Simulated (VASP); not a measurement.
# TiO2 (I4_1/amd) in VASP: a series of runs

The runs below take TiO2 through single point, with BLYP, r2SCAN.

All numbers are computed with VASP 6.6.1; they aren't measurements. Logs are shortened: lines on timing, memory, paths and dates and some standing lists are left out, and cuts for length are marked.

## Step 1: The cell of the first run

Symmetry: I4_1/amd, No. 141, tetragonal system. The conventional cell has a = 3.819 Å, b = 3.819 Å, c = 9.839 Å, α = 90.00°, β = 90.00°, γ = 90.00°. Ti (site symmetry -4m2) has 6 O at 1.96 to 2.02 Å within 2.6 Å. O (site symmetry 2mm) has 3 Ti at 1.96 to 2.02 Å and 2 O at 2.48 Å within 2.6 Å.

## Step 2: Single point, BLYP

INCAR

```
SYSTEM = TiO2
  PREC = Accurate
  ENCUT = 600
  EDIFF = 1E-6
  ISMEAR = -1
  SIGMA = 0.05
  LREAL = .FALSE.
  LASPH = .TRUE.
  NELM = 120
  ALGO = Normal
  ISIF = 2
  LWAVE = .FALSE.
  LCHARG = .FALSE.
  GGA = B5
  ALDAX = 1.0
  AGGAX = 1.0
  AGGAC = 1.0
  ALDAC = 0.0
  NBANDS = 33
  GGA_COMPAT = .FALSE.
```

KPOINTS

```
regular mesh
0
G
  10 10 10
  0 0 0
```

POSCAR

```
TiO2
1.0
   -1.9096784706      1.9096784706      4.9196487146
    1.9096784706     -1.9096784706      4.9196487146
    1.9096784706      1.9096784706     -4.9196487146
Ti O
2 4
Direct
    0.7500000000      0.2500000000      0.5000000000
    0.0000000000      0.0000000000      0.0000000000
    0.7945325256      0.7945325256      0.0000000000
    0.5445325256      0.0445325256      0.5000000000
    0.9554674744      0.4554674744      0.5000000000
    0.2054674744      0.2054674744      0.0000000000
```

Potentials or basis: VASP PAW PBE potentials, release 64 (Ti_sv, O).

The run is started by

```console
cat potpaw_PBE.64/Ti_sv/POTCAR potpaw_PBE.64/O/POTCAR > POTCAR
mpirun -np 1 vasp_std > vasp.out
```

OUTCAR:

```text
SYSTEM = TiO2
   PREC = Accurate
   ENCUT = 600
   EDIFF = 1E-6
   ISMEAR = -1
   LREAL = .FALSE.
   LASPH = .TRUE.
   NELM = 120
   ISIF = 2
   GGA = B5

 ion  position               nearest neighbor table
   1  0.750  0.250  0.500-   3 1.96   6 1.96   3 1.96   6 1.96   5 2.02   4 2.02
   2  0.000  0.000  0.000-   4 1.96   5 1.96   4 1.96   5 1.96   3 2.02   6 2.02
   3  0.795  0.795  0.000-   1 1.96   1 1.96   2 2.02
   4  0.545  0.045  0.500-   2 1.96   2 1.96   1 2.02
   5  0.955  0.455  0.500-   2 1.96   2 1.96   1 2.02
   6  0.205  0.205  0.000-   1 1.96   1 1.96   2 2.02

  LATTYP: Found a body centered tetragonal cell.
 ALAT       =     3.8193569412
 C/A-ratio  =     2.5761659831

  Lattice vectors:

 A1 = (  -1.9096784706,   1.9096784706,   4.9196487146)
 A2 = (   1.9096784706,  -1.9096784706,   4.9196487146)
 A3 = (   1.9096784706,   1.9096784706,  -4.9196487146)

Analysis of symmetry for initial positions (statically):
=====================================================================
 Subroutine PRICEL returns:
 Original cell was already a primitive cell.

 Routine SETGRP: Setting up the symmetry group for a
 body centered tetragonal supercell.

 Subroutine GETGRP returns: Found 16 space group operations
 (whereof  8 operations were pure point group operations)
 out of a pool of 16 trial point group operations.

The static configuration has the point symmetry D_2d.
 The point group associated with its full space group is D_4h.

Analysis of symmetry for dynamics (positions and initial velocities):
=====================================================================
 Subroutine PRICEL returns:
 Original cell was already a primitive cell.

 Routine SETGRP: Setting up the symmetry group for a
 body centered tetragonal supercell.

 Subroutine GETGRP returns: Found 16 space group operations
 (whereof  8 operations were pure point group operations)
 out of a pool of 16 trial point group operations.

The dynamic configuration has the point symmetry D_2d.
 The point group associated with its full space group is D_4h.

 Subroutine INISYM returns: Found 16 space group operations
 (whereof  8 operations are pure point group operations),
 and found     1 'primitive' translations

----------------------------------------------------------------------------------------

                                     Primitive cell

  volume of cell :      71.7653

[... 98 lines left out ...]
   EDIFFG = 0.1E-04   stopping-criterion for IOM
   NSW    =      0    number of steps for IOM
   IBRION =     -1    ionic relax: 0-MD 1-quasi-New 2-CG
   NFREE  =      0    steps in history (QN), initial steepest desc. (CG)
   ISIF   =      2    stress and relaxation
   ISYM   =      2    0-nonsym 1-usesym 2-fastsym
   POTIM  = 0.5000    time-step for ionic-motion
   TEBEG  =    0.0;   TEEND  =   0.0 temperature during run
   PSTRESS=    0.0 pullay stress
   NELECT =      48.0000    total number of electrons
   NUPDOWN=      -1.0000    fix difference up-down
   EMIN   =  10.00;   EMAX   =-10.00  energy-range for DOS
   EFERMI =   0.00;   METHOD = LEGACY
   ISMEAR =    -1;   SIGMA  =   0.05  broadening in eV -4-tet -1-fermi 0-gaus
   EFERMI_NEDOS =   21; number of points for ismear=-14 and -15
   IALGO  =     38    algorithm
   IMIX   =      4    mixing-type and parameters
     AMIX     =   0.40;   BMIX     =  1.00
     AMIX_MAG =   1.60;   BMIX_MAG =  1.00
  volume/ion in A,a.u.               =      11.96        80.72
  Fermi-wavevector in a.u.,A,eV,Ry     =   1.431695  2.705510 27.888533  2.049749
  Thomas-Fermi vector in A             =   2.551403
   LORBIT       =      0    0 simple, 1 ext, 2 COOP (PROOUT), +10 PAW based schemes
   GGA     = B5    functional components
   LHFCALC =     F    Hartree Fock is set to
   AEXX    =    0.0000 exact exchange contribution
   IVDW    =     0    specifies the selected vdW correction
   LEPSILON=     F    determine dielectric tensor
   LRPA    =     F    only Hartree local field effects (RPA)
 non-spin polarized calculation
  energy-cutoff  :      600.00
  volume of cell :       71.77
 maximum number of plane-waves:      2412
 NGX is ok and might be reduce to    48
   NGX = 23   NGY = 23   NGZ = 23

 number of electron      48.0000000 magnetization

 Free energy of the ion-electron system (eV)
  ---------------------------------------------------
  ext. energy  EPLUGINS =         0.00000000
  ---------------------------------------------------
  free energy    TOTEN  =       -51.77929848 eV

  energy without entropy =      -51.77929848  energy(sigma->0) =      -51.77929848

 E-fermi :   4.2595     XC(G=0): -10.0663

 val. band max:        3.1880136875   @ k =  -0.4000   0.4000   0.0000
 cond. band min:       5.2697123165   @ k =   0.0000   0.0000   0.0000
 fundamental gap:      2.0816986290
 Fermi energy:         4.2595036646

 k-point     1 :       0.0000    0.0000    0.0000
  band No.  band energies     occupation
      1     -53.1665      2.00000
      2     -53.1221      2.00000
      3     -29.7062      2.00000
      4     -29.5041      2.00000
      5     -29.5041      2.00000
      6     -29.4512      2.00000
[... 853 lines left out ...]
     32       9.1744      0.00000
     33      10.0499      0.00000

 [... further k-points ...]

------------------------ aborting loop because EDIFF is reached ----------------------------------------

  FORCE on cell =-STRESS in cart. coord.  units (eV):
  Direction    XX          YY          ZZ          XY          YZ          ZX
  --------------------------------------------------------------------------------------
  -------------------------------------------------------------------------------------
  Total        0.3502815      0.3502815      0.3204266      0.0000000      0.0000000      0.0000000
  in kB        7.8201163      7.8201163      7.1535993      0.0000000      0.0000000      0.0000000
  external PRESSURE =       7.5979440 kB  Pullay stress =       0.0000000 kB

 VOLUME and BASIS-vectors are now :
 -----------------------------------------------------------------------------
  energy-cutoff  :      600.00
  volume of cell :       71.77
      direct lattice vectors                 reciprocal lattice vectors
    -1.909678471  1.909678471  4.919648715     0.000000000  0.261824180  0.101633273
     1.909678471 -1.909678471  4.919648715     0.261824180  0.000000000  0.101633273
     1.909678471  1.909678471 -4.919648715     0.261824180  0.261824180  0.000000000

 POSITION                                       TOTAL-FORCE (eV/Angst)
 -----------------------------------------------------------------------------------
      0.00000      1.90968      2.45982        -0.000000     -0.000000      0.000000
      0.00000      0.00000      0.00000        -0.000000     -0.000000      0.000000
      0.00000      0.00000      7.81764        -0.000000      0.000000     -0.019195
      0.00000      1.90968      0.43817         0.000000     -0.000000     -0.019195
      0.00000      1.90968      4.48148         0.000000     -0.000000      0.019195
      0.00000      0.00000      2.02166        -0.000000      0.000000      0.019195
 -----------------------------------------------------------------------------------
    total drift:                               -0.000000     -0.000000      0.000000

  FREE ENERGIE OF THE ION-ELECTRON SYSTEM (eV)
  ---------------------------------------------------
  free  energy   TOTEN  =       -51.7792984829 eV

  energy  without entropy=      -51.7792984828  energy(sigma->0) =      -51.77929848
```

It took 11 min on 1 thread of Intel Xeon Platinum 8259CL at 2.50GHz (Skylake/Cascade Lake), shared host; peak memory 0.47 GiB.

What came out:

* Free energy: -51.7793 eV
* Pressure: 0.8 GPa
* Largest force: 0.019 eV/Å
* Band gap on the k mesh: 2.08 eV (least direct gap 2.36 eV)

Forces in eV/Å, atoms in the order of the input:
```
Ti   0.000  0.000  0.000
Ti   0.000  0.000  0.000
O    0.000  0.000 -0.019
O    0.000  0.000 -0.019
O    0.000  0.000  0.019
O    0.000  0.000  0.019
```

Caveat: the PAW data sets were made with another functional, which shifts forces and pressure a little. BLYP gaps usually lie below the measured ones, often by a third to a half.

## Step 3: Single point, r2SCAN

This run uses another cell than the first one, of 11.40 Å³/atom.

POSCAR

```
TiO2
1.0
   -1.8889680515      1.8889680515      4.7917128170
    1.8889680515     -1.8889680515      4.7917128170
    1.8889680515      1.8889680515     -4.7917128170
Ti O
2 4
Direct
    0.7500000000      0.2500000000      0.5000000000
    0.0000000000      0.0000000000      0.0000000000
    0.7927180735      0.7927180735      0.0000000000
    0.5427180735      0.0427180735      0.5000000000
    0.9572819265      0.4572819265      0.5000000000
    0.2072819265      0.2072819265      0.0000000000
```

INCAR.step1

```
SYSTEM = TiO2
PREC = Accurate
ENCUT = 520
ISMEAR = -1
SIGMA = 0.05
LREAL = .FALSE.
LASPH = .TRUE.
NELM = 80
NBANDS = 33
GGA = PE
ALGO = Normal
EDIFF = 1E-4
LWAVE = .TRUE.
LCHARG = .FALSE.
```

INCAR.step2

```
SYSTEM = TiO2
PREC = Accurate
ENCUT = 520
EDIFF = 1E-7
ISMEAR = -1
SIGMA = 0.05
LREAL = .FALSE.
LASPH = .TRUE.
NELM = 80
ALGO = Normal
ISIF = 2
LWAVE = .FALSE.
LCHARG = .FALSE.
METAGGA = R2SCAN
LMIXTAU = .TRUE.
NBANDS = 33
ISTART = 1
```

KPOINTS is that of step 2.

Potentials or basis: VASP PAW PBE potentials, release 64 (Ti_sv, O).

The run is started by

```console
cat potpaw_PBE.64/Ti_sv/POTCAR potpaw_PBE.64/O/POTCAR > POTCAR
cp INCAR.step1 INCAR
mpirun -np 1 vasp_std > vasp.out
cp INCAR.step2 INCAR
mpirun -np 1 vasp_std > vasp.out
```

Wall time 15 min (1 thread of Intel Xeon 6975P-C (Granite Rapids), shared host); peak memory 0.39 GiB.

Results (log left out):

```
Free energy            : -69.8582 eV
Pressure               : 1.2 GPa
Largest force          : 0.027 eV/Å
Band gap on the k mesh : 2.56 eV (least direct gap 2.89 eV)
```

Forces in eV/Å, atoms in the order of the input:
```
Ti   0.000  0.000  0.000
Ti   0.000  0.000  0.000
O    0.000  0.000 -0.027
O    0.000  0.000 -0.027
O    0.000  0.000  0.027
O    0.000  0.000  0.027
```

Stress tensor (GPa, compression positive):
```
1.28 0.00 0.00
0.00 1.28 0.00
0.00 0.00 1.08
```

Levels at points of the mesh, in eV from the valence-band top:
```tsv
k point	band 20	band 21	band 22	band 23	band 24	band 25	band 26	band 27	band 28	band 29
(0.00, 0.00, 0.00)	-0.82	-0.79	-0.79	-0.46	-0.46	2.56	3.28	4.47	4.47	4.48
(0.50, 0.00, 0.00)	-2.00	-1.95	-0.95	-0.87	-0.67	3.69	3.96	4.01	4.06	4.73
(0.50, 0.50, 0.00)	-2.71	-2.07	-2.07	-0.04	-0.04	3.75	3.75	4.21	4.21	5.34
(0.50, 0.50, 0.50)	-1.39	-1.29	-1.29	-0.11	-0.11	2.91	2.91	4.23	4.23	4.73
```

Caveat: the PAW data sets were made with another functional, which shifts forces and pressure a little. r2SCAN opens gaps a little over a GGA but as a rule still falls short of measured ones.
